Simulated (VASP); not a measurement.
# C (Fmmm) in VASP: a series of runs

The runs below take C through single point, with PBEsol+D3(BJ).

Program: VASP 6.6.1. These are calculated values, not measurements. Logs are shortened: lines on timing, memory, paths and dates and some standing lists are left out, and cuts for length are marked.

## Step 1: The cell of the first run

Symmetry: Fmmm, No. 69, orthorhombic system. Conventional cell: a = 2.502 Å, b = 4.330 Å, c = 6.765 Å, α = 90.00°, β = 90.00°, γ = 90.00°. Within 1.7 Å of C (site symmetry m2m) lie 3 C at 1.24 to 1.56 Å.

## Step 2: Single point, PBEsol+D3(BJ) (atoms shifted along a free coordinate)

INCAR reads:

```
PREC = Accurate
ENCUT = 520
EDIFF = 1E-6
ISMEAR = 0
SIGMA = 0.03
LREAL = False
LASPH = True
NELM = 60
ALGO = Normal
ISIF = 2
LWAVE = False
LCHARG = False
GGA = PS
IVDW = 12
NBANDS = 11
```

KPOINTS reads:

```
regular mesh
0
Gamma
  16 16 16
```

POSCAR reads:

```
C
1.0
    0.0000000000      2.1651688962      3.3824594497
    1.2508882260      0.0000000000      3.3824594497
    1.2508882260      2.1651688962      0.0000000000
C
2
Direct
    0.1432103113      0.8567896887      0.1432103113
    0.8567896887      0.1432103113      0.8567896887
```

Potentials or basis: VASP PAW PBE potentials, release 64 (C).

The run is started by

```
cat potpaw_PBE.64/C/POTCAR > POTCAR
mpirun -np 1 vasp_std > vasp.out
```

OUTCAR:

```text
PREC = Accurate
   ENCUT = 520
   EDIFF = 1E-6
   ISMEAR = 0
   LREAL = False
   LASPH = True
   NELM = 60
   ISIF = 2
   GGA = PS
   IVDW = 12
 IVDW          = 12

 ion  position               nearest neighbor table
   1  0.143  0.857  0.143-   2 1.24   2 1.56   2 1.56
   2  0.857  0.143  0.857-   1 1.24   1 1.56   1 1.56

  LATTYP: Found a face centered orthorhombic cell.
 ALAT       =     2.5017764520
 B/A-ratio  =     1.7309051690
 C/A-ratio  =     2.7040461165

  Lattice vectors:

 A1 = (   0.0000000000,   2.1651688962,   3.3824594497)
 A2 = (   1.2508882260,   0.0000000000,   3.3824594497)
 A3 = (   1.2508882260,   2.1651688962,   0.0000000000)

Analysis of symmetry for initial positions (statically):
=====================================================================
 Subroutine PRICEL returns:
 Original cell was already a primitive cell.

 Routine SETGRP: Setting up the symmetry group for a
 face centered orthorhombic supercell.

 Subroutine GETGRP returns: Found  8 space group operations
 (whereof  8 operations were pure point group operations)
 out of a pool of  8 trial point group operations.

The static configuration has the point symmetry D_2h.

Analysis of symmetry for dynamics (positions and initial velocities):
=====================================================================
 Subroutine PRICEL returns:
 Original cell was already a primitive cell.

 Routine SETGRP: Setting up the symmetry group for a
 face centered orthorhombic supercell.

 Subroutine GETGRP returns: Found  8 space group operations
 (whereof  8 operations were pure point group operations)
 out of a pool of  8 trial point group operations.

The dynamic configuration has the point symmetry D_2h.

 Subroutine INISYM returns: Found  8 space group operations
 (whereof  8 operations are pure point group operations),
 and found     1 'primitive' translations

----------------------------------------------------------------------------------------

                                     Primitive cell

  volume of cell :      18.3220

  direct lattice vectors                    reciprocal lattice vectors
     0.000000000  2.165168896  3.382459450    -0.399715970  0.230928867  0.147821432
     1.250888226  0.000000000  3.382459450     0.399715970 -0.230928867  0.147821432
     1.250888226  2.165168896  0.000000000     0.399715970  0.230928867 -0.147821432

  length of vectors
     4.016091169  3.606349024  2.500535483     0.484718654  0.484718654  0.484718654

  position of ions in fractional coordinates (direct lattice)
     0.143210311  0.856789689  0.143210311
     0.856789689  0.143210311  0.856789689

  ion indices of the primitive-cell ions
   primitive index   ion index
                 1           1
                 2           2

----------------------------------------------------------------------------------------

 KPOINTS: regular mesh

Automatic generation of k-mesh.
 Grid dimensions read from file:
 generate k-points for:   16   16   16

 Generating k-lattice:

  Cartesian coordinates                     Fractional coordinates (reciprocal lattice)
    -0.024982248  0.014433054  0.009238840     0.062500000 -0.000000000 -0.000000000
     0.024982248 -0.014433054  0.009238840     0.000000000  0.062500000  0.000000000
     0.024982248  0.014433054 -0.009238840     0.000000000  0.000000000  0.062500000

  Length of vectors
     0.030294916  0.030294916  0.030294916

  Shift w.r.t. Gamma in fractional coordinates (k-lattice)
     0.000000000  0.000000000  0.000000000

 Subroutine IBZKPT returns following result:
 ===========================================

 Found    621 irreducible k-points:

 Following reciprocal coordinates:
            Coordinates               Weight
  0.000000  0.000000  0.000000      1.000000
  0.062500 -0.000000  0.000000      8.000000
  0.125000 -0.000000  0.000000      8.000000
  0.187500 -0.000000  0.000000      8.000000
  0.250000 -0.000000  0.000000      8.000000
  0.312500 -0.000000 -0.000000      8.000000
[... 16 lines left out ...]
 -0.125000  0.062500  0.000000      8.000000
 -0.062500  0.062500  0.000000      4.000000
 [... further k-points ...]
   k-points           NKPTS =    621   k-points in BZ     NKDIM =    621   number of bands    NBANDS=     11
   number of dos      NEDOS =    301   number of ions     NIONS =      2
   total plane-waves  NPLWV =  16800
   dimension x,y,z NGX =    30 NGY =   28 NGZ =   20
   dimension x,y,z NGXF=    60 NGYF=   56 NGZF=   40
   ions per type =               2
   NGX,Y,Z   is equivalent  to a cutoff of  12.42, 12.91, 13.30 a.u.
   NGXF,Y,Z  is equivalent  to a cutoff of  24.84, 25.81, 26.59 a.u.
 SYSTEM =  unknown system
   PREC   = accura    normal or accurate (medium, high low for compatibility)
   ISTART =      0    job   : 0-new  1-cont  2-samecut
   ICHARG =      2    charge: 1-file 2-atom 10-const
   ISPIN  =      1    spin polarized calculation?
   LNONCOLLINEAR =      F non collinear calculations
   LSORBIT =      F    spin-orbit coupling
   LASPH  =      T    aspherical Exc in radial PAW
   ENCUT  =  520.0 eV  38.22 Ry    6.18 a.u.   7.47  6.71  4.65*2*pi/ulx,y,z
   NELM   =     60;   NELMIN=  2; NELMDL= -5     # of ELM steps
   EDIFF  = 0.1E-05   stopping-criterion for ELM
   LREAL  =      F    real-space projection
   EDIFFG = 0.1E-04   stopping-criterion for IOM
   NSW    =      0    number of steps for IOM
   IBRION =     -1    ionic relax: 0-MD 1-quasi-New 2-CG
   NFREE  =      0    steps in history (QN), initial steepest desc. (CG)
   ISIF   =      2    stress and relaxation
   ISYM   =      2    0-nonsym 1-usesym 2-fastsym
   POTIM  = 0.5000    time-step for ionic-motion
   TEBEG  =    0.0;   TEEND  =   0.0 temperature during run
   PSTRESS=    0.0 pullay stress
   NELECT =       8.0000    total number of electrons
   NUPDOWN=      -1.0000    fix difference up-down
   EMIN   =  10.00;   EMAX   =-10.00  energy-range for DOS
   EFERMI =   0.00;   METHOD = LEGACY
   ISMEAR =     0;   SIGMA  =   0.03  broadening in eV -4-tet -1-fermi 0-gaus
   EFERMI_NEDOS =   21; number of points for ismear=-14 and -15
   IALGO  =     38    algorithm
   IMIX   =      4    mixing-type and parameters
     AMIX     =   0.40;   BMIX     =  1.00
     AMIX_MAG =   1.60;   BMIX_MAG =  1.00
  volume/ion in A,a.u.               =       9.16        61.82
  Fermi-wavevector in a.u.,A,eV,Ry     =   1.241978  2.346998 20.987110  1.542509
  Thomas-Fermi vector in A             =   2.376352
   LORBIT       =      0    0 simple, 1 ext, 2 COOP (PROOUT), +10 PAW based schemes
   GGA     = PS    functional components
   LHFCALC =     F    Hartree Fock is set to
   AEXX    =    0.0000 exact exchange contribution
   IVDW    =    12    specifies the selected vdW correction
   LEPSILON=     F    determine dielectric tensor
   LRPA    =     F    only Hartree local field effects (RPA)
 non-spin polarized calculation
 Gauss-broadening in eV      SIGMA  =   0.03
  energy-cutoff  :      520.00
  volume of cell :       18.32
 maximum number of plane-waves:       510
 NGX is ok and might be reduce to    30
   NGX = 15   NGY = 13   NGZ =  9

 number of electron       8.0000000 magnetization

 Free energy of the ion-electron system (eV)
  ---------------------------------------------------
  ext. energy  EPLUGINS =         0.00000000
  ---------------------------------------------------
  free energy    TOTEN  =       -18.08718237 eV

  energy without entropy =      -18.08709037  energy(sigma->0) =      -18.08713637

 E-fermi :   3.8542     XC(G=0): -10.3612

 val. band max:        3.8352229692   @ k =   0.0625  -0.0000   0.0000
 cond. band min:       3.8633929105   @ k =  -0.3125   0.1875   0.5000
 fundamental gap:      0.0281699413
 Fermi energy:         3.8541782134

 k-point     1 :       0.0000    0.0000    0.0000
  band No.  band energies     occupation
      1     -15.0858      2.00000
      2      -2.2030      2.00000
      3      -1.2882      2.00000
      4       4.3527      0.00000
      5       8.4530      0.00000
      6       8.6314      0.00000
      7      14.2823      0.00000
      8      15.5796      0.00000
      9      17.7049      0.00000
     10      25.8800      0.00000
     11      27.6757      0.00000

 k-point     2 :       0.0625   -0.0000    0.0000
  band No.  band energies     occupation
      1     -14.9941      2.00000
      2      -2.1309      2.00000
      3      -1.4456      2.00000
      4       3.8352      1.62844
      5       8.5317      0.00000
      6       8.9101      0.00000
      7      14.6869      0.00000
      8      15.2866      0.00000
      9      17.8010      0.00000
     10      26.2117      0.00000
     11      26.8959      0.00000

 k-point     3 :       0.1250   -0.0000    0.0000
  band No.  band energies     occupation
      1     -14.7199      2.00000
      2      -1.9538      2.00000
      3      -1.8560      2.00000
      4       2.6259      2.00000
      5       8.8754      0.00000
      6       9.4167      0.00000
      7      14.4536      0.00000
      8      15.7083      0.00000
      9      18.1839      0.00000
     10      25.1942      0.00000
     11      27.2070      0.00000

 k-point     4 :       0.1875   -0.0000    0.0000
  band No.  band energies     occupation
      1     -14.2675      2.00000
      2      -2.6135      2.00000
      3      -1.5414      2.00000
      4       1.2185      2.00000
      5       9.3334      0.00000
      6      10.0281      0.00000
      7      13.2185      0.00000
      8      16.9517      0.00000
      9      19.0535      0.00000
     10      23.5161      0.00000
     11      27.9314      0.00000

 k-point     5 :       0.2500   -0.0000    0.0000
  band No.  band energies     occupation
      1     -13.6449      2.00000
      2      -3.5714      2.00000
      3      -1.0396      2.00000
      4      -0.0615      2.00000
      5       9.6162      0.00000
      6      10.8079      0.00000
      7      11.8670      0.00000
      8      18.1552      0.00000
      9      20.4624      0.00000
     10      22.0993      0.00000
     11      26.8018      0.00000
[... 211 lines left out ...]
 k-point    21 :      -0.2500    0.0625   -0.0000
  band No.  band energies     occupation
      1     -12.8996      2.00000
      2      -4.7512      2.00000
      3      -1.0291      2.00000
      4      -0.1779      2.00000
      5       9.6894      0.00000
      6       9.9906      0.00000
      7      11.6957      0.00000
      8      19.3201      0.00000
      9      20.7747      0.00000
     10      22.1882      0.00000
     11      25.8853      0.00000

 k-point    22 :      -0.1875    0.0625   -0.0000
  band No.  band energies     occupation
      1     -13.6718      2.00000
      2      -3.5673      2.00000
      3      -0.8251      2.00000
      4      -0.0543      2.00000
      5       9.5802      0.00000
      6      10.4916      0.00000
      7      11.6838      0.00000
      8      18.1884      0.00000
      9      20.4477      0.00000
     10      21.9348      0.00000
     11      26.8199      0.00000

 k-point    23 :      -0.1250    0.0625    0.0000
  band No.  band energies     occupation
      1     -14.2868      2.00000
      2      -2.6111      2.00000
      3      -1.3829      2.00000
      4       1.2244      2.00000
      5       9.1989      0.00000
      6       9.8361      0.00000
      7      13.1792      0.00000
      8      16.9661      0.00000
      9      19.0354      0.00000
     10      23.4239      0.00000
     11      27.9416      0.00000

 k-point    24 :      -0.0625    0.0625    0.0000
  band No.  band energies     occupation
      1     -14.7300      2.00000
      2      -1.9009      2.00000
      3      -1.8232      2.00000
      4       2.6287      2.00000
      5       8.7504      0.00000
      6       9.3665      0.00000
      7      14.4452      0.00000
      8      15.7146      0.00000
      9      18.1725      0.00000
     10      25.1819      0.00000
     11      27.1937      0.00000

 [... further k-points ...]

------------------------ aborting loop because EDIFF is reached ----------------------------------------

 Edisp (eV)   -0.21729

 E8    (eV) :    -0.1056

  FORCE on cell =-STRESS in cart. coord.  units (eV):
  Direction    XX          YY          ZZ          XY          YZ          ZX
  --------------------------------------------------------------------------------------
  -------------------------------------------------------------------------------------
  Total      -1.72123     4.39000    -0.13299     0.00000     0.00000     0.00000
  in kB    -150.51358   383.88564   -11.62899     0.00000     0.00000     0.00000
  external pressure =       73.91 kB  Pullay stress =        0.00 kB

 VOLUME and BASIS-vectors are now :
 -----------------------------------------------------------------------------
  energy-cutoff  :      520.00
  volume of cell :       18.32
      direct lattice vectors                 reciprocal lattice vectors
     0.000000000  2.165168896  3.382459450    -0.399715970  0.230928867  0.147821432
     1.250888226  0.000000000  3.382459450     0.399715970 -0.230928867  0.147821432
     1.250888226  2.165168896  0.000000000     0.399715970  0.230928867 -0.147821432

 POSITION                                       TOTAL-FORCE (eV/Angst)
 -----------------------------------------------------------------------------------
      1.25089      0.62015      3.38246         0.000000     12.366459      0.000000
      1.25089      3.71019      3.38246         0.000000    -12.366459      0.000000
 -----------------------------------------------------------------------------------
    total drift:                                0.000000      0.000000     -0.000000

  FREE ENERGIE OF THE ION-ELECTRON SYSTEM (eV)
  ---------------------------------------------------
  free  energy   TOTEN  =       -18.3044689792 eV

  energy  without entropy=      -18.3043769835  energy(sigma->0) =      -18.30442298
```

It took 56 s on 1 thread of Intel Xeon 6975P-C (Granite Rapids), shared host; peak memory 0.22 GiB.

Results:

| Item | Value |
| --- | --- |
| Free energy | -18.3045 eV |
| Pressure | 7.4 GPa |
| Largest force | 12.366 eV/Å |
| Band gap on the k mesh | zero (bands 4 and 5 overlap by 1.28 eV) |
| Dispersion energy per atom | -0.109 eV |

Forces on the atoms (eV/Å):
```
C     0.000  12.366   0.000
C     0.000 -12.366   0.000
```

Stress tensor (GPa, compression positive):
```
-15.05   0.00   0.00
  0.00  38.39   0.00
  0.00   0.00  -1.16
```

Levels at points of the mesh, in eV from the Fermi level:
| k point | band 2 | band 3 | band 4 | band 5 | band 6 | band 7 |
| --- | --- | --- | --- | --- | --- | --- |
| (0.00, 0.00, 0.00) | -6.06 | -5.14 | 0.50 | 4.60 | 4.78 | 10.43 |
| (0.50, 0.00, 0.00) | -11.73 | -6.00 | -2.73 | 3.22 | 5.81 | 12.43 |
| (0.50, 0.50, 0.00) | -7.97 | -5.10 | 0.45 | 4.71 | 10.23 | 10.44 |
| (0.50, 0.00, 0.50) | -12.83 | -4.87 | 0.42 | 0.57 | 8.19 | 10.52 |
| (0.00, 0.50, 0.50) | -12.60 | -4.93 | -1.12 | -0.78 | 7.79 | 14.05 |

Caveat: the cell differs from its parent crystal (atoms shifted along a free coordinate); the cell stands under pressure; the PAW data sets were made with another functional, which shifts forces and pressure a little.

## Step 3: Single point, PBEsol+D3(BJ) (atoms shifted along a free coordinate)

INCAR reads:

```
SYSTEM = C
  PREC = Accurate
  ENCUT = 520
  EDIFF = 1E-6
  ISMEAR = 0
  SIGMA = 0.03
  LREAL = .FALSE.
  LASPH = .TRUE.
  NELM = 60
  ALGO = Normal
  ISIF = 2
  LWAVE = .FALSE.
  LCHARG = .FALSE.
  GGA = PS
  IVDW = 12
  NBANDS = 11
```

KPOINTS reads:

```
regular mesh
0
G
  16 16 16
  0 0 0
```

POSCAR reads:

```
C
1.0
    0.0000000000      2.1832941913      3.4107750586
    1.2613597963      0.0000000000      3.4107750586
    1.2613597963      2.1832941913      0.0000000000
C
2
Direct
    0.1549584640      0.8450415360      0.1549584640
    0.8450415360      0.1549584640      0.8450415360
```

Potentials or basis: VASP PAW PBE potentials, release 64 (C).

The run is started by

```
cat potpaw_PBE.64/C/POTCAR > POTCAR
mpirun -np 1 vasp_std > vasp.out
```

Run time: 59 s. Hardware: 1 thread of Intel Xeon 6975P-C (Granite Rapids), shared host; peak memory 0.23 GiB.

It converged, with:

| Item | Value |
| --- | --- |
| Free energy | -19.1620 eV |
| Pressure | -14.8 GPa |
| Largest force | 5.170 eV/Å |
| Band gap on the k mesh | zero (bands 4 and 5 overlap by 0.36 eV) |
| Dispersion energy per atom | -0.106 eV |

Forces on the atoms (eV/Å):
```
C    0.000  5.170  0.000
C    0.000 -5.170  0.000
```

Stress tensor (GPa, compression positive):
```
-29.06   0.00   0.00
  0.00 -14.39   0.00
  0.00   0.00  -0.83
```

Levels at points of the mesh, in eV from the Fermi level:
```csv
k point,band 1,band 2,band 3,band 4,band 5,band 6,band 7,band 8,band 9
"(0.00, 0.00, 0.00)",-19.00,-6.13,-4.28,-1.41,4.27,6.13,9.57,10.80,11.56
"(0.50, 0.00, 0.00)",-14.18,-12.28,-6.30,-2.54,2.24,6.29,12.00,13.34,17.75
"(0.50, 0.50, 0.00)",-18.72,-8.02,-4.26,-1.45,6.05,9.43,10.20,10.90,11.70
"(0.50, 0.00, 0.50)",-13.69,-13.52,-5.51,-0.63,1.26,7.30,10.67,11.10,17.75
"(0.00, 0.50, 0.50)",-13.54,-13.31,-5.57,-2.12,-0.03,6.93,13.44,17.09,17.73
```

Caveat: the cell differs from its parent crystal (atoms shifted along a free coordinate); the cell stands under tension; the PAW data sets were made with another functional, which shifts forces and pressure a little.

## Step 4: Single point, PBEsol+D3(BJ) (atoms shifted along a free coordinate)

INCAR reads:

```
SYSTEM = C
PREC = Accurate
ENCUT = 520
EDIFF = 1E-6
ISMEAR = 0
SIGMA = 0.03
LREAL = .FALSE.
LASPH = .TRUE.
NELM = 100
ALGO = Normal
ISIF = 2
LWAVE = .FALSE.
LCHARG = .FALSE.
GGA = PS
IVDW = 12
NBANDS = 11
```

KPOINTS is that of step 3.

POSCAR reads:

```
C
1.0
    0.0000000000      2.1832941913      3.4107750586
    1.2613597963      0.0000000000      3.4107750586
    1.2613597963      2.1832941913      0.0000000000
C
2
Direct
    0.1784547694      0.8215452306      0.1784547694
    0.8215452306      0.1784547694      0.8215452306
```

The run is started by

```
cat potpaw_PBE.64/C/POTCAR > POTCAR
mpirun -np 1 vasp_std > vasp.out
```

Wall time 59 s (1 thread of Intel Xeon 6975P-C (Granite Rapids), shared host); peak memory 0.23 GiB.

The run converged. Its results:

| Property | Result |
| --- | --- |
| Free energy | -19.1969 eV |
| Pressure | -15.7 GPa |
| Largest force | 4.114 eV/Å |
| Dispersion energy per atom | -0.107 eV |

Forces on the atoms (eV/Å):
```
C    0.000 -4.114  0.000
C    0.000  4.114  0.000
```

Stress tensor (GPa, compression positive):
```
-18.11   0.00   0.00
  0.00 -28.26   0.00
  0.00   0.00  -0.76
```

Caveat: the cell differs from its parent crystal (atoms shifted along a free coordinate); the cell stands under tension; the PAW data sets were made with another functional, which shifts forces and pressure a little.

## Step 5: The runs side by side

```tsv
cell	gap on the mesh (eV)	pressure (GPa)	largest force (eV/Å)
a = 4.016, b = 3.606, c = 2.501 Å, angles 80.0, 62.2, 37.8°, 2 atoms, atomic positions A	none	7.4	12.37
a = 4.050, b = 3.637, c = 2.521 Å, angles 80.0, 62.2, 37.8°, 2 atoms, atomic positions B	none	-14.8	5.17
a = 4.050, b = 3.637, c = 2.521 Å, angles 80.0, 62.2, 37.8°, 2 atoms, atomic positions C	-	-15.7	4.11
```

Alike in all rows: task single point; level PBEsol+D3(BJ); potentials or basis VASP PAW PBE potentials, release 64 (C); no spin polarisation; k mesh 16 × 16 × 16; cutoff (eV) 520; smearing gaussian 0.03 eV.

Caveats: the PAW data sets were made with another functional, which shifts forces and pressure a little; the cell stands under tension (at least some runs); the cell stands under pressure (at least some runs).

Total energies depend on the potentials used, so only differences within one code and one set of settings carry meaning.
